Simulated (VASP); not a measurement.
# Si (Fd-3m) in VASP: further runs

Runs on Si. Level: PBE. Tasks: single point, relaxation of volume and atoms at fixed shape.

All numbers are computed with VASP 6.6.1; they aren't measurements. Logs are shortened: lines on timing, memory, paths and dates and some standing lists are left out, and cuts for length are marked.

### 1 The cell of the first run

Symmetry: Fd-3m, No. 227, cubic system. The conventional cell has a = 5.497 Å, b = 5.497 Å, c = 5.497 Å, α = 90.00°, β = 90.00°, γ = 90.00°. Si (site symmetry -43m) has 4 Si at 2.38 Å within 3.1 Å.

### 2 Single point, PBE

Input file INCAR:

```
SYSTEM = Si
PREC = Accurate ; ENCUT = 500
EDIFF = 1E-6 ; ISMEAR = 1
SIGMA = 0.02 ; LREAL = .FALSE.
LASPH = .TRUE. ; NELM = 120
ALGO = Normal ; ISIF = 2
LWAVE = .FALSE. ; LCHARG = .FALSE.
GGA = PE ; NBANDS = 11
GGA_COMPAT = .FALSE.
```

Input file KPOINTS:

```
Automatic mesh
0
G
  8 8 8
  0 0 0
```

Input file POSCAR:

```
Si
1.0
    0.0000000000      2.7485456918      2.7485456918
    2.7485456918      0.0000000000      2.7485456918
    2.7485456918      2.7485456918      0.0000000000
Si
2
Direct
    0.7500000000      0.7500000000      0.7500000000
    0.5000000000      0.5000000000      0.5000000000
```

Potentials or basis: VASP PAW PBE potentials, release 64 (Si).

Launch:

```sh
> cat potpaw_PBE.64/Si/POTCAR > POTCAR
> mpirun -np 1 vasp_std > vasp.out
```

OUTCAR:

```text
SYSTEM = Si
   PREC = Accurate
   ENCUT = 500
   EDIFF = 1E-6
   ISMEAR = 1
   LREAL = .FALSE.
   LASPH = .TRUE.
   NELM = 120
   ISIF = 2
   GGA = PE

 ion  position               nearest neighbor table
   1  0.750  0.750  0.750-   2 2.38   2 2.38   2 2.38   2 2.38
   2  0.500  0.500  0.500-   1 2.38   1 2.38   1 2.38   1 2.38

  LATTYP: Found a face centered cubic cell.
 ALAT       =     5.4970913836

  Lattice vectors:

 A1 = (   0.0000000000,   2.7485456918,   2.7485456918)
 A2 = (   2.7485456918,   0.0000000000,   2.7485456918)
 A3 = (   2.7485456918,   2.7485456918,   0.0000000000)

Analysis of symmetry for initial positions (statically):
=====================================================================
 Subroutine PRICEL returns:
 Original cell was already a primitive cell.

 Routine SETGRP: Setting up the symmetry group for a
 face centered cubic supercell.

 Subroutine GETGRP returns: Found 48 space group operations
 (whereof 24 operations were pure point group operations)
 out of a pool of 48 trial point group operations.

The static configuration has the point symmetry T_d .
 The point group associated with its full space group is O_h .

Analysis of symmetry for dynamics (positions and initial velocities):
=====================================================================
 Subroutine PRICEL returns:
 Original cell was already a primitive cell.

 Routine SETGRP: Setting up the symmetry group for a
 face centered cubic supercell.

 Subroutine GETGRP returns: Found 48 space group operations
 (whereof 24 operations were pure point group operations)
 out of a pool of 48 trial point group operations.

The dynamic configuration has the point symmetry T_d .
 The point group associated with its full space group is O_h .

 Subroutine INISYM returns: Found 48 space group operations
 (whereof 24 operations are pure point group operations),
 and found     1 'primitive' translations

----------------------------------------------------------------------------------------

                                     Primitive cell

  volume of cell :      41.5278

  direct lattice vectors                    reciprocal lattice vectors
     0.000000000  2.748545692  2.748545692    -0.181914385  0.181914385  0.181914385
     2.748545692  0.000000000  2.748545692     0.181914385 -0.181914385  0.181914385
     2.748545692  2.748545692  0.000000000     0.181914385  0.181914385 -0.181914385

  length of vectors
     3.887030594  3.887030594  3.887030594     0.315084958  0.315084958  0.315084958
[... 89 lines left out ...]
   POTIM  = 0.5000    time-step for ionic-motion
   TEBEG  =    0.0;   TEEND  =   0.0 temperature during run
   PSTRESS=    0.0 pullay stress
   NELECT =       8.0000    total number of electrons
   NUPDOWN=      -1.0000    fix difference up-down
   EMIN   =  10.00;   EMAX   =-10.00  energy-range for DOS
   EFERMI =   0.00;   METHOD = LEGACY
   ISMEAR =     1;   SIGMA  =   0.02  broadening in eV -4-tet -1-fermi 0-gaus
   EFERMI_NEDOS =   21; number of points for ismear=-14 and -15
   IALGO  =     38    algorithm
   IMIX   =      4    mixing-type and parameters
     AMIX     =   0.40;   BMIX     =  1.00
     AMIX_MAG =   1.60;   BMIX_MAG =  1.00
  volume/ion in A,a.u.               =      20.76       140.12
  Fermi-wavevector in a.u.,A,eV,Ry     =   0.945493  1.786724 12.163036  0.893958
  Thomas-Fermi vector in A             =   2.073400
   LORBIT       =      0    0 simple, 1 ext, 2 COOP (PROOUT), +10 PAW based schemes
   GGA     = PE    functional components
   LHFCALC =     F    Hartree Fock is set to
   AEXX    =    0.0000 exact exchange contribution
   IVDW    =     0    specifies the selected vdW correction
   LEPSILON=     F    determine dielectric tensor
   LRPA    =     F    only Hartree local field effects (RPA)
 non-spin polarized calculation
 Methfessel and Paxton  Order N= 1 SIGMA  =   0.02
  energy-cutoff  :      500.00
  volume of cell :       41.53
 maximum number of plane-waves:      1067
   NGX = 15   NGY = 15   NGZ = 15

 number of electron       7.9999999 magnetization

 Free energy of the ion-electron system (eV)
  ---------------------------------------------------
  ext. energy  EPLUGINS =         0.00000000
  ---------------------------------------------------
  free energy    TOTEN  =       -10.84338319 eV

  energy without entropy =      -10.84338998  energy(sigma->0) =      -10.84338545

 E-fermi :   5.4812     XC(G=0):  -9.2662

 val. band max:        5.4643482434   @ k =   0.0000   0.0000   0.0000
 cond. band min:       6.1387259793   @ k =   0.3750   0.3750   0.0000
 fundamental gap:      0.6743777359
 Fermi energy:         5.4811858858

 k-point     1 :       0.0000    0.0000    0.0000
  band No.  band energies     occupation
      1      -6.2464      2.00000
      2       5.4643      2.00000
      3       5.4643      2.00000
      4       5.4643      2.00000
      5       8.0139      0.00000
      6       8.0139      0.00000
      7       8.0139      0.00000
      8       8.4226      0.00000
      9      13.1645      0.00000
     10      13.1645      0.00000
     11      13.2812      0.00000
[... 309 lines left out ...]
 k-point    24 :      -0.3750    0.2500    0.1250
  band No.  band energies     occupation
      1      -3.4826      2.00000
      2      -1.1890      2.00000
      3       2.1204      2.00000
      4       3.3870      2.00000
      5       8.4534      0.00000
      6       8.6201      0.00000
      7      11.2620      0.00000
      8      12.4950      0.00000
      9      12.7040      0.00000
     10      15.9167      0.00000
     11      16.9105      0.00000

 [... further k-points ...]

------------------------ aborting loop because EDIFF is reached ----------------------------------------

  FORCE on cell =-STRESS in cart. coord.  units (eV):
  Direction    XX          YY          ZZ          XY          YZ          ZX
  --------------------------------------------------------------------------------------
  -------------------------------------------------------------------------------------
  Total       -0.3458870     -0.3458870     -0.3458870     -0.0000000     -0.0000000      0.0000000
  in kB      -13.3446107    -13.3446107    -13.3446107     -0.0000000     -0.0000000      0.0000000
  external PRESSURE =     -13.3446107 kB  Pullay stress =       0.0000000 kB

 VOLUME and BASIS-vectors are now :
 -----------------------------------------------------------------------------
  energy-cutoff  :      500.00
  volume of cell :       41.53
      direct lattice vectors                 reciprocal lattice vectors
     0.000000000  2.748545692  2.748545692    -0.181914385  0.181914385  0.181914385
     2.748545692  0.000000000  2.748545692     0.181914385 -0.181914385  0.181914385
     2.748545692  2.748545692  0.000000000     0.181914385  0.181914385 -0.181914385

 POSITION                                       TOTAL-FORCE (eV/Angst)
 -----------------------------------------------------------------------------------
      4.12282      4.12282      4.12282         0.000000      0.000000      0.000000
      2.74855      2.74855      2.74855        -0.000000     -0.000000     -0.000000
 -----------------------------------------------------------------------------------
    total drift:                                0.000000      0.000000     -0.000000

  FREE ENERGIE OF THE ION-ELECTRON SYSTEM (eV)
  ---------------------------------------------------
  free  energy   TOTEN  =       -10.8433831892 eV

  energy  without entropy=      -10.8433899837  energy(sigma->0) =      -10.84338545
```

stdout:

```text
POSCAR found type information on POSCAR Si
 POSCAR found :  1 types and       2 ions
 scaLAPACK will be used
 LDA part: xc-table for (Slater+PW92), standard interpolation
 POSCAR, INCAR and KPOINTS ok, starting setup
 FFT: planning ... GRIDC
 FFT: planning ... GRID_SOFT
 FFT: planning ... GRID
 WAVECAR not read
 entering main loop
```

Run time: 16 s. Hardware: 1 thread of Intel Xeon Platinum 8175M at 2.50GHz (Skylake/Cascade Lake), shared host; peak memory 0.15 GiB.

What came out:

- Free energy: -10.8434 eV
- Pressure: -1.3 GPa
- Band gap on the k mesh: 0.67 eV (least direct gap 2.55 eV)

### 3 Relaxation of volume and atoms at fixed shape, PBE

This run uses another cell than the first one, of 19.98 Å³/atom.

Input file INCAR:

```
  ALGO = Normal
  EDIFF = 1E-7
  EDIFFG = -0.03
  ENCUT = 500
  GGA = PE
  GGA_COMPAT = F
  IBRION = 2
  ISIF = 8
  ISMEAR = 1
  LASPH = T
  LCHARG = F
  LREAL = F
  LWAVE = F
  NELM = 120
  NELMIN = 4
  NSW = 60
  PREC = Accurate
  SIGMA = 0.02
```

Input file KPOINTS:

```
k-points
0
Gamma
  8 8 8
```

Input file POSCAR:

```
Si
1.0
    0.0000000000      2.7135600000      2.7135600000
    2.7135600000      0.0000000000      2.7135600000
    2.7135600000      2.7135600000      0.0000000000
Si
2
Direct
    0.7500000000      0.7500000000      0.7500000000
    0.5000000000      0.5000000000      0.5000000000
```

Potentials or basis: VASP PAW PBE potentials, release 64 (Si).

Launch:

```sh
> cat potpaw_PBE.64/Si/POTCAR > POTCAR
> mpirun -np 1 vasp_std > vasp.out
```

OUTCAR:

```text
EDIFF = 1E-7
   EDIFFG = -0.03
   ENCUT = 500
   GGA = PE
   IBRION = 2
   ISIF = 8
   ISMEAR = 1
   LASPH = T
   LREAL = F
   NELM = 120
   NELMIN = 4
   NSW = 60
   PREC = Accurate

 ion  position               nearest neighbor table
   1  0.750  0.750  0.750-   2 2.35   2 2.35   2 2.35   2 2.35
   2  0.500  0.500  0.500-   1 2.35   1 2.35   1 2.35   1 2.35

  LATTYP: Found a face centered cubic cell.
 ALAT       =     5.4271200000

  Lattice vectors:

 A1 = (   0.0000000000,   2.7135600000,   2.7135600000)
 A2 = (   2.7135600000,   0.0000000000,   2.7135600000)
 A3 = (   2.7135600000,   2.7135600000,   0.0000000000)

Analysis of symmetry for initial positions (statically):
=====================================================================
 Subroutine PRICEL returns:
 Original cell was already a primitive cell.

 Routine SETGRP: Setting up the symmetry group for a
 face centered cubic supercell.

 Subroutine GETGRP returns: Found 48 space group operations
 (whereof 24 operations were pure point group operations)
 out of a pool of 48 trial point group operations.

The static configuration has the point symmetry T_d .
 The point group associated with its full space group is O_h .

Analysis of symmetry for dynamics (positions and initial velocities):
=====================================================================
 Subroutine PRICEL returns:
 Original cell was already a primitive cell.

 Routine SETGRP: Setting up the symmetry group for a
 face centered cubic supercell.

 Subroutine GETGRP returns: Found 48 space group operations
 (whereof 24 operations were pure point group operations)
 out of a pool of 48 trial point group operations.

The dynamic configuration has the point symmetry T_d .
 The point group associated with its full space group is O_h .

 Subroutine INISYM returns: Found 48 space group operations
 (whereof 24 operations are pure point group operations),
 and found     1 'primitive' translations

----------------------------------------------------------------------------------------

                                     Primitive cell

  volume of cell :      39.9621

  direct lattice vectors                    reciprocal lattice vectors
     0.000000000  2.713560000  2.713560000    -0.184259792  0.184259792  0.184259792
     2.713560000  0.000000000  2.713560000     0.184259792 -0.184259792  0.184259792
     2.713560000  2.713560000  0.000000000     0.184259792  0.184259792 -0.184259792

  length of vectors
     3.837553354  3.837553354  3.837553354     0.319147321  0.319147321  0.319147321

  position of ions in fractional coordinates (direct lattice)
     0.750000000  0.750000000  0.750000000
     0.500000000  0.500000000  0.500000000

  ion indices of the primitive-cell ions
   primitive index   ion index
                 1           1
                 2           2

----------------------------------------------------------------------------------------

 KPOINTS: k-points

Automatic generation of k-mesh.
 Grid dimensions read from file:
 generate k-points for:    8    8    8

 Generating k-lattice:

  Cartesian coordinates                     Fractional coordinates (reciprocal lattice)
[... 49 lines left out ...]
   NGXF,Y,Z  is equivalent  to a cutoff of  24.26, 24.26, 24.26 a.u.
 SYSTEM =  unknown system
   PREC   = accura    normal or accurate (medium, high low for compatibility)
   ISTART =      0    job   : 0-new  1-cont  2-samecut
   ICHARG =      2    charge: 1-file 2-atom 10-const
   ISPIN  =      1    spin polarized calculation?
   LNONCOLLINEAR =      F non collinear calculations
   LSORBIT =      F    spin-orbit coupling
   LASPH  =      T    aspherical Exc in radial PAW
   ENCUT  =  500.0 eV  36.75 Ry    6.06 a.u.   7.00  7.00  7.00*2*pi/ulx,y,z
   NELM   =    120;   NELMIN=  4; NELMDL= -5     # of ELM steps
   EDIFF  = 0.1E-06   stopping-criterion for ELM
   LREAL  =      F    real-space projection
   EDIFFG = -.3E-01   stopping-criterion for IOM
   NSW    =     60    number of steps for IOM
   IBRION =      2    ionic relax: 0-MD 1-quasi-New 2-CG
   NFREE  =      1    steps in history (QN), initial steepest desc. (CG)
   ISIF   =      8    stress and relaxation
   ISYM   =      2    0-nonsym 1-usesym 2-fastsym
   POTIM  = 0.5000    time-step for ionic-motion
   TEBEG  =    0.0;   TEEND  =   0.0 temperature during run
   PSTRESS=    0.0 pullay stress
   NELECT =       8.0000    total number of electrons
   NUPDOWN=      -1.0000    fix difference up-down
   EMIN   =  10.00;   EMAX   =-10.00  energy-range for DOS
   EFERMI =   0.00;   METHOD = LEGACY
   ISMEAR =     1;   SIGMA  =   0.02  broadening in eV -4-tet -1-fermi 0-gaus
   EFERMI_NEDOS =   21; number of points for ismear=-14 and -15
   IALGO  =     38    algorithm
   IMIX   =      4    mixing-type and parameters
     AMIX     =   0.40;   BMIX     =  1.00
     AMIX_MAG =   1.60;   BMIX_MAG =  1.00
  volume/ion in A,a.u.               =      19.98       134.84
  Fermi-wavevector in a.u.,A,eV,Ry     =   0.957684  1.809760 12.478691  0.917158
  Thomas-Fermi vector in A             =   2.086724
   LORBIT       =      0    0 simple, 1 ext, 2 COOP (PROOUT), +10 PAW based schemes
   GGA     = PE    functional components
   LHFCALC =     F    Hartree Fock is set to
   AEXX    =    0.0000 exact exchange contribution
   IVDW    =     0    specifies the selected vdW correction
   LEPSILON=     F    determine dielectric tensor
   LRPA    =     F    only Hartree local field effects (RPA)
 conjugate gradient relaxation of ions
 non-spin polarized calculation
 Methfessel and Paxton  Order N= 1 SIGMA  =   0.02
  energy-cutoff  :      500.00
  volume of cell :       39.96
 maximum number of plane-waves:      1036
   NGX = 13   NGY = 13   NGZ = 13

--------------------------------------- Ionic step        1  -------------------------------------------

 number of electron       8.0000001 magnetization

 Free energy of the ion-electron system (eV)
  ---------------------------------------------------
  ext. energy  EPLUGINS =         0.00000000
  ---------------------------------------------------
  free energy    TOTEN  =       -10.83994627 eV

  energy without entropy =      -10.83995306  energy(sigma->0) =      -10.83994853

------------------------ aborting loop because EDIFF is reached ----------------------------------------

  FORCE on cell =-STRESS in cart. coord.  units (eV):
  Direction    XX          YY          ZZ          XY          YZ          ZX
  --------------------------------------------------------------------------------------
  -------------------------------------------------------------------------------------
  Total        0.5340616      0.5340616      0.5340616      0.0000000     -0.0000000     -0.0000000
  in kB       21.4118222     21.4118222     21.4118222      0.0000000     -0.0000000     -0.0000000
  external PRESSURE =      21.4118222 kB  Pullay stress =       0.0000000 kB
[... 59 lines left out ...]
--------------------------------------- Ionic step        3  -------------------------------------------

 number of electron       8.0000000 magnetization

 Free energy of the ion-electron system (eV)
  ---------------------------------------------------
  ext. energy  EPLUGINS =         0.00000000
  ---------------------------------------------------
  free energy    TOTEN  =       -10.84597564 eV

  energy without entropy =      -10.84598244  energy(sigma->0) =      -10.84597791

 E-fermi :   5.6352     XC(G=0):  -9.3266

 val. band max:        5.6183641908   @ k =   0.0000   0.0000   0.0000
 cond. band min:       6.2682658994   @ k =   0.3750   0.3750   0.0000
 fundamental gap:      0.6499017086
 Fermi energy:         5.6352018286

 k-point     1 :       0.0000    0.0000    0.0000
  band No.  band energies     occupation
      1      -6.1971      2.00000
      2       5.6184      2.00000
      3       5.6184      2.00000
      4       5.6184      2.00000
      5       8.1747      0.00000
      6       8.1747      0.00000
      7       8.1747      0.00000
      8       8.7533      0.00000
[... 243 lines left out ...]
 k-point    24 :      -0.3750    0.2500    0.1250
  band No.  band energies     occupation
      1      -3.3883      2.00000
      2      -1.0894      2.00000
      3       2.2305      2.00000
      4       3.5074      2.00000
      5       8.6422      0.00000
      6       8.7644      0.00000
      7      11.4655      0.00000
      8      12.6847      0.00000

 [... further k-points ...]

------------------------ aborting loop because EDIFF is reached ----------------------------------------

  FORCE on cell =-STRESS in cart. coord.  units (eV):
  Direction    XX          YY          ZZ          XY          YZ          ZX
  --------------------------------------------------------------------------------------
  -------------------------------------------------------------------------------------
  Total        0.0012127      0.0012127      0.0012127      0.0000000      0.0000000      0.0000000
  in kB        0.0475215      0.0475215      0.0475215      0.0000000      0.0000000      0.0000000
  external PRESSURE =       0.0475215 kB  Pullay stress =       0.0000000 kB
[... 17 lines left out ...]
  FREE ENERGIE OF THE ION-ELECTRON SYSTEM (eV)
  ---------------------------------------------------
  free  energy   TOTEN  =       -10.8459756414 eV

  energy  without entropy=      -10.8459824359  energy(sigma->0) =      -10.84597791

 reached required accuracy - stopping structural energy minimisation
```

Run time: 27 s. Hardware: 1 thread of Intel Xeon Platinum 8175M at 2.50GHz (Skylake/Cascade Lake), shared host; peak memory 0.15 GiB.

Results:

```yaml
Free_energy: -10.8460 eV
Relaxed_volume: 20.44 Å³/atom
Relaxed_cell: a = 3.867 Å, b = 3.867 Å, c = 3.867 Å, α = 60.00°, β = 60.00°, γ = 60.00°
Space_group_after_relaxing_to_0.1_Å: Fd-3m (No. 227)
Energy_gained_by_relaxing: 3.0 meV/atom
Ionic_steps: 3
Pressure_after_relaxing: 0.0 GPa
Band_gap_on_the_k_mesh: 0.65 eV (least direct gap 2.56 eV)
```

The path:
```tsv
step	energy change (eV)	largest force (eV/Å)	pressure (GPa)	volume (Å³)
1	0.0000	0.0000	2.14	39.96
2	-0.0033	0.0000	-1.34	41.53
3	-0.0060	0.0000	0.00	40.88
```

Final structure:
```
Si
1.0
     0.00000    2.73429    2.73429
     2.73429    0.00000    2.73429
     2.73429    2.73429    0.00000
Si
2
Direct
  0.75000 0.75000 0.75000
  0.50000 0.50000 0.50000
```

A k mesh can miss the band edges. Zero-point motion and thermal expansion aren't in these numbers.
